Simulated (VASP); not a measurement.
A run of VASP 6.6.1 is set up as follows.

POSCAR

```
MgO
1.0
    0.0000000000      2.1021674155      2.1862541121
    2.1021674155      0.0000000000      2.1862541121
    2.1021674155      2.1021674155      0.0000000000
Mg O
1 1
Direct
    0.0000000000      0.0000000000      0.0000000000
    0.5000000000      0.5000000000      0.5000000000
```

INCAR.step1

```
PREC = Accurate
ENCUT = 520
ISMEAR = 0
SIGMA = 0.01
LREAL = False
LASPH = True
NELM = 100
NBANDS = 11
GGA = PE
ALGO = Normal
EDIFF = 1E-4
LWAVE = True
LCHARG = False
```

Contents of INCAR.step2:

```
PREC = Accurate
ENCUT = 520
EDIFF = 1E-6
ISMEAR = 0
SIGMA = 0.01
LREAL = False
LASPH = True
NELM = 100
ALGO = Normal
ISIF = 2
LWAVE = False
LCHARG = False
METAGGA = R2SCAN
LMIXTAU = True
NBANDS = 11
ISTART = 1
```

The input KPOINTS:

```
Automatic mesh
0
Gamma
  10 10 10
```

Potentials or basis: VASP PAW PBE potentials, release 64 (Mg, O).

Command:

```sh
$ cat potpaw_PBE.64/Mg/POTCAR potpaw_PBE.64/O/POTCAR > POTCAR
$ cp INCAR.step1 INCAR
$ mpirun -np 1 vasp_std > vasp.out
$ cp INCAR.step2 INCAR
$ mpirun -np 1 vasp_std > vasp.out
```

Question: Predict the band gap on the k mesh.

Answer: 5.21 eV.

Question: Estimate the pressure.

Answer: -6.7 GPa.

Stress tensor (GPa, compression positive):
```
 -4.62   0.00   0.00
  0.00  -4.62   0.00
  0.00   0.00 -10.80
```

Caveat: the cell differs from its parent crystal (uniaxial z strain +4.0%); the cell stands under tension; the PAW data sets were made with another functional, which shifts forces and pressure a little.
